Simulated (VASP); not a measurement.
Write the native input for VASP 6.6.1 that does the following.

| Item | Value |
| --- | --- |
| Task | single point |
| Functional | PBE |
| Potentials or basis | VASP PAW PBE potentials, release 64 (Ti_sv, Pd, Se) |
| Cutoff | 520 eV |
| k mesh | 3 × 3 × 2 |
| Occupations | gaussian, width 0.15 eV |
| Spin | collinear spin, ferromagnetic start |
| Starting moments | [1.0, 0.0, 0.0, 0.0, 0.0, 0.0] μB |
| Dipole correction | no |
| Further INCAR settings | ALGO = Normal; EDIFF = 1e-07; NBANDS = 36 |

The structure of TiPdSe4 lies in POSCAR:

```
TiPdSe4
1.0
    5.0116699675      0.0000000000      0.0000000000
    0.0000000000      5.0116699675      0.0000000000
    0.0000000000      0.0000000000      5.1741512718
Ti Pd Se
1 1 4
Direct
    0.5000000000      0.5000000000      0.1061585971
    0.0000000000      0.0000000000      1.0121693586
    0.0000000000      0.0000000000      0.5353433093
    0.5000000000      0.0000000000      0.2470019929
    0.0000000000      0.5000000000      0.2470019929
    0.5000000000      0.5000000000      0.6741707392
```

These files were run (other wordings do the same):

INCAR

```
SYSTEM = TiPdSe4
  PREC = Accurate
  ENCUT = 520
  EDIFF = 1E-7
  ISMEAR = 0
  SIGMA = 0.15
  LREAL = .FALSE.
  LASPH = .TRUE.
  NELM = 150
  ALGO = Normal
  ISIF = 2
  LWAVE = .FALSE.
  LCHARG = .FALSE.
  ISPIN = 2
  MAGMOM = 1 0 0 0 0 0
  LORBIT = 11
  LMAXMIX = 4
  GGA = PE
  NBANDS = 36
```

KPOINTS

```
Automatic mesh
0
G
  3 3 2
  0 0 0
```

Potentials or basis: VASP PAW PBE potentials, release 64 (Ti_sv, Pd, Se).

Launch:

```sh
$ cat potpaw_PBE.64/Ti_sv/POTCAR potpaw_PBE.64/Pd/POTCAR potpaw_PBE.64/Se/POTCAR > POTCAR
$ mpirun -np 1 vasp_std > vasp.out
```

It gave:

```json
{
  "Pressure": "0.1 GPa",
  "Largest force": "0.092 eV/Å",
  "Band gap on the k mesh": "zero (filled and empty bands overlap)",
  "Net moment": "0.00 μB per cell",
  "Valence electrons inside the program's atomic spheres": "Ti 10.22; Pd 9.26; Se 3.69, 3.77, 3.86"
}
```

Caveat: the k points lie up to 0.61 Å⁻¹ apart.

Wall time 81 s on 1 thread of AMD EPYC 9R45 (Zen 5), on a shared host, peak memory 0.27 GiB.
